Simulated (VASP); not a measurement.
# Si (Fm-3m) in VASP: single point with PBE

Aim: the single point of Si with PBE.

All numbers are computed with VASP 6.6.1; they aren't measurements. Logs are shortened: lines on timing, memory, paths and dates and some standing lists are left out, and cuts for length are marked.

**1. The cell of the first run**

The structure is cubic, space group Fm-3m (No. 225). Conventional cell: a = 3.875 Å, b = 3.875 Å, c = 3.875 Å, α = 90.00°, β = 90.00°, γ = 90.00°. Within 3.6 Å of Si (site symmetry m-3m) lie 12 Si at 2.74 Å.

**2. Single point, PBE**

File INCAR:

```
PREC = Accurate ; ENCUT = 520
EDIFF = 1E-6 ; ISMEAR = -1
SIGMA = 0.05 ; LREAL = False
LASPH = True ; NELM = 60
ALGO = Normal ; ISIF = 2
LWAVE = False ; LCHARG = True
GGA = PE ; LELF = True
LVHAR = True ; NBANDS = 8
```

File KPOINTS:

```
regular mesh
0
Gamma
  18 18 18
```

File POSCAR:

```
Si
1.0
    0.0000000000      1.9374216767      1.9374216767
    1.9374216767      0.0000000000      1.9374216767
    1.9374216767      1.9374216767      0.0000000000
Si
1
Direct
    0.0000000000      0.0000000000      0.0000000000
```

Potentials or basis: VASP PAW PBE potentials, release 64 (Si).

Launch:

```bash
$ cat potpaw_PBE.64/Si/POTCAR > POTCAR
$ mpirun -np 1 vasp_std > vasp.out
```

OUTCAR:

```text
PREC = Accurate
   ENCUT = 520
   EDIFF = 1E-6
   ISMEAR = -1
   LREAL = False
   LASPH = True
   NELM = 60
   ISIF = 2
   GGA = PE

 ion  position               nearest neighbor table
   1  0.000  0.000  0.000-

  LATTYP: Found a face centered cubic cell.
 ALAT       =     3.8748433534

  Lattice vectors:

 A1 = (   0.0000000000,   1.9374216767,   1.9374216767)
 A2 = (   1.9374216767,   0.0000000000,   1.9374216767)
 A3 = (   1.9374216767,   1.9374216767,   0.0000000000)

Analysis of symmetry for initial positions (statically):
=====================================================================
 Subroutine PRICEL returns:
 Original cell was already a primitive cell.

 Routine SETGRP: Setting up the symmetry group for a
 face centered cubic supercell.

 Subroutine GETGRP returns: Found 48 space group operations
 (whereof 48 operations were pure point group operations)
 out of a pool of 48 trial point group operations.

The static configuration has the point symmetry O_h .

Analysis of symmetry for dynamics (positions and initial velocities):
=====================================================================
 Subroutine PRICEL returns:
 Original cell was already a primitive cell.

 Routine SETGRP: Setting up the symmetry group for a
 face centered cubic supercell.

 Subroutine GETGRP returns: Found 48 space group operations
 (whereof 48 operations were pure point group operations)
 out of a pool of 48 trial point group operations.

The dynamic configuration has the point symmetry O_h .

 Subroutine INISYM returns: Found 48 space group operations
 (whereof 48 operations are pure point group operations),
 and found     1 'primitive' translations

----------------------------------------------------------------------------------------

                                     Primitive cell

  volume of cell :      14.5446

  direct lattice vectors                    reciprocal lattice vectors
     0.000000000  1.937421677  1.937421677    -0.258074949  0.258074949  0.258074949
     1.937421677  0.000000000  1.937421677     0.258074949 -0.258074949  0.258074949
     1.937421677  1.937421677  0.000000000     0.258074949  0.258074949 -0.258074949

  length of vectors
     2.739928011  2.739928011  2.739928011     0.446998923  0.446998923  0.446998923

  position of ions in fractional coordinates (direct lattice)
     0.000000000  0.000000000  0.000000000

  ion indices of the primitive-cell ions
   primitive index   ion index
                 1           1

----------------------------------------------------------------------------------------

 KPOINTS: regular mesh

Automatic generation of k-mesh.
 Grid dimensions read from file:
 generate k-points for:   18   18   18

 Generating k-lattice:

  Cartesian coordinates                     Fractional coordinates (reciprocal lattice)
    -0.014337497  0.014337497  0.014337497     0.055555556  0.000000000  0.000000000
     0.014337497 -0.014337497  0.014337497     0.000000000  0.055555556  0.000000000
     0.014337497  0.014337497 -0.014337497     0.000000000  0.000000000  0.055555556

  Length of vectors
     0.024833274  0.024833274  0.024833274

  Shift w.r.t. Gamma in fractional coordinates (k-lattice)
     0.000000000  0.000000000  0.000000000

 Subroutine IBZKPT returns following result:
 ===========================================

 Found    195 irreducible k-points:

 Following reciprocal coordinates:
            Coordinates               Weight
  0.000000  0.000000  0.000000      1.000000
  0.055556  0.000000  0.000000      8.000000
  0.111111  0.000000  0.000000      8.000000
  0.166667  0.000000  0.000000      8.000000
  0.222222  0.000000  0.000000      8.000000
  0.277778  0.000000  0.000000      8.000000
[... 16 lines left out ...]
 -0.277778  0.055556  0.000000     24.000000
 -0.222222  0.055556  0.000000     24.000000
 [... further k-points ...]
   k-points           NKPTS =    195   k-points in BZ     NKDIM =    195   number of bands    NBANDS=      8
   number of dos      NEDOS =    301   number of ions     NIONS =      1
   total plane-waves  NPLWV =   8000
   dimension x,y,z NGX =    20 NGY =   20 NGZ =   20
   dimension x,y,z NGXF=    40 NGYF=   40 NGZF=   40
   ions per type =               1
   NGX,Y,Z   is equivalent  to a cutoff of  12.14, 12.14, 12.14 a.u.
   NGXF,Y,Z  is equivalent  to a cutoff of  24.27, 24.27, 24.27 a.u.
 SYSTEM =  unknown system
   PREC   = accura    normal or accurate (medium, high low for compatibility)
   ISTART =      0    job   : 0-new  1-cont  2-samecut
   ICHARG =      2    charge: 1-file 2-atom 10-const
   ISPIN  =      1    spin polarized calculation?
   LNONCOLLINEAR =      F non collinear calculations
   LSORBIT =      F    spin-orbit coupling
   LASPH  =      T    aspherical Exc in radial PAW
   ENCUT  =  520.0 eV  38.22 Ry    6.18 a.u.   5.09  5.09  5.09*2*pi/ulx,y,z
   NELM   =     60;   NELMIN=  2; NELMDL= -5     # of ELM steps
   EDIFF  = 0.1E-05   stopping-criterion for ELM
   LREAL  =      F    real-space projection
   EDIFFG = 0.1E-04   stopping-criterion for IOM
   NSW    =      0    number of steps for IOM
   IBRION =     -1    ionic relax: 0-MD 1-quasi-New 2-CG
   NFREE  =      0    steps in history (QN), initial steepest desc. (CG)
   ISIF   =      2    stress and relaxation
   ISYM   =      2    0-nonsym 1-usesym 2-fastsym
   POTIM  = 0.5000    time-step for ionic-motion
   TEBEG  =    0.0;   TEEND  =   0.0 temperature during run
   PSTRESS=    0.0 pullay stress
   NELECT =       4.0000    total number of electrons
   NUPDOWN=      -1.0000    fix difference up-down
   EMIN   =  10.00;   EMAX   =-10.00  energy-range for DOS
   EFERMI =   0.00;   METHOD = LEGACY
   ISMEAR =    -1;   SIGMA  =   0.05  broadening in eV -4-tet -1-fermi 0-gaus
   EFERMI_NEDOS =   21; number of points for ismear=-14 and -15
   IALGO  =     38    algorithm
   IMIX   =      4    mixing-type and parameters
     AMIX     =   0.40;   BMIX     =  1.00
     AMIX_MAG =   1.60;   BMIX_MAG =  1.00
  volume/ion in A,a.u.               =      14.54        98.15
  Fermi-wavevector in a.u.,A,eV,Ry     =   1.064618  2.011837 15.421014  1.133413
  Thomas-Fermi vector in A             =   2.200143
   LORBIT       =      0    0 simple, 1 ext, 2 COOP (PROOUT), +10 PAW based schemes
   GGA     = PE    functional components
   LHFCALC =     F    Hartree Fock is set to
   AEXX    =    0.0000 exact exchange contribution
   IVDW    =     0    specifies the selected vdW correction
   LEPSILON=     F    determine dielectric tensor
   LRPA    =     F    only Hartree local field effects (RPA)
 non-spin polarized calculation
  energy-cutoff  :      520.00
  volume of cell :       14.54
 maximum number of plane-waves:       403
   NGX = 11   NGY = 11   NGZ = 11

 number of electron       4.0000000 magnetization

 Free energy of the ion-electron system (eV)
  ---------------------------------------------------
  ext. energy  EPLUGINS =         0.00000000
  ---------------------------------------------------
  free energy    TOTEN  =        -4.89125311 eV

  energy without entropy =       -4.88814050  energy(sigma->0) =       -4.88969681

 E-fermi :  10.1589     XC(G=0): -11.1739

 val. band max:       10.1328223716   @ k =  -0.3889   0.3333   0.1111
 cond. band min:      10.2018954931   @ k =  -0.3333   0.2778   0.0556
 fundamental gap:      0.0690731215
 Fermi energy:        10.1589018091

 k-point     1 :       0.0000    0.0000    0.0000
  band No.  band energies     occupation
      1      -4.3035      2.00000
      2      21.1807      0.00000
      3      21.1807      0.00000
      4      21.1807      0.00000
      5      22.0109      0.00000
      6      22.0109      0.00000
      7      22.0109      0.00000
      8      27.3345      0.00000

 k-point     2 :       0.0556    0.0000    0.0000
  band No.  band energies     occupation
      1      -4.2139      2.00000
      2      19.5111      0.00000
      3      20.6670      0.00000
      4      20.6670      0.00000
      5      22.6357      0.00000
      6      22.6357      0.00000
      7      22.9029      0.00000
      8      28.0690      0.00000

 k-point     3 :       0.1111    0.0000    0.0000
  band No.  band energies     occupation
      1      -3.9454      2.00000
      2      17.2010      0.00000
      3      20.0079      0.00000
      4      20.0079      0.00000
      5      23.2869      0.00000
      6      23.5695      0.00000
      7      23.5695      0.00000
      8      27.4917      0.00000

 k-point     4 :       0.1667    0.0000    0.0000
  band No.  band energies     occupation
      1      -3.4987      2.00000
      2      14.8339      0.00000
      3      19.4623      0.00000
      4      19.4623      0.00000
      5      23.2950      0.00000
      6      24.2076      0.00000
      7      24.2076      0.00000
      8      26.9390      0.00000

 k-point     5 :       0.2222    0.0000    0.0000
  band No.  band energies     occupation
      1      -2.8750      2.00000
      2      12.5228      0.00000
      3      19.0517      0.00000
      4      19.0517      0.00000
      5      23.2060      0.00000
      6      23.8931      0.00000
      7      23.8931      0.00000
      8      27.5227      0.00000
[... 177 lines left out ...]
 k-point    22 :      -0.3333    0.0556    0.0000
  band No.  band energies     occupation
      1      -0.6654      2.00000
      2       7.6453      2.00000
      3      17.0828      0.00000
      4      19.1709      0.00000
      5      21.5967      0.00000
      6      22.3201      0.00000
      7      23.6829      0.00000
      8      27.9045      0.00000

 k-point    23 :      -0.2778    0.0556    0.0000
  band No.  band energies     occupation
      1      -1.6928      2.00000
      2       9.6779      1.99987
      3      17.1329      0.00000
      4      19.5429      0.00000
      5      22.1404      0.00000
      6      23.1946      0.00000
      7      23.6495      0.00000
      8      28.2497      0.00000

 k-point    24 :      -0.2222    0.0556    0.0000
  band No.  band energies     occupation
      1      -2.5491      2.00000
      2      11.8422      0.00000
      3      17.3300      0.00000
      4      19.9249      0.00000
      5      22.8614      0.00000
      6      23.6714      0.00000
      7      24.1296      0.00000
      8      26.7765      0.00000

 [... further k-points ...]
[... 5 lines left out ...]
  --------------------------------------------------------------------------------------
  -------------------------------------------------------------------------------------
  Total       -0.0048763     -0.0048763     -0.0048763     -0.0000000      0.0000000      0.0000000
  in kB       -0.5371576     -0.5371576     -0.5371576     -0.0000000      0.0000000      0.0000000
  external PRESSURE =      -0.5371576 kB  Pullay stress =       0.0000000 kB

 VOLUME and BASIS-vectors are now :
 -----------------------------------------------------------------------------
  energy-cutoff  :      520.00
  volume of cell :       14.54
      direct lattice vectors                 reciprocal lattice vectors
     0.000000000  1.937421677  1.937421677    -0.258074949  0.258074949  0.258074949
     1.937421677  0.000000000  1.937421677     0.258074949 -0.258074949  0.258074949
     1.937421677  1.937421677  0.000000000     0.258074949  0.258074949 -0.258074949

 POSITION                                       TOTAL-FORCE (eV/Angst)
 -----------------------------------------------------------------------------------
      0.00000      0.00000      0.00000         0.000000      0.000000      0.000000
 -----------------------------------------------------------------------------------
    total drift:                                0.000000     -0.000000     -0.000000

  FREE ENERGIE OF THE ION-ELECTRON SYSTEM (eV)
  ---------------------------------------------------
  free  energy   TOTEN  =        -4.8912531146 eV

  energy  without entropy=       -4.8881405045  energy(sigma->0) =       -4.88969681
```

Run time: 23 s. Hardware: 1 thread of Intel Xeon 8259CL, shared host; peak memory 0.13 GiB.

Results:

```
Free energy            : -4.8913 eV
Pressure               : -0.1 GPa
Band gap on the k mesh : zero (band 2 reaches 21.18 eV, above the bottom of band 3 at 7.22 eV)
```
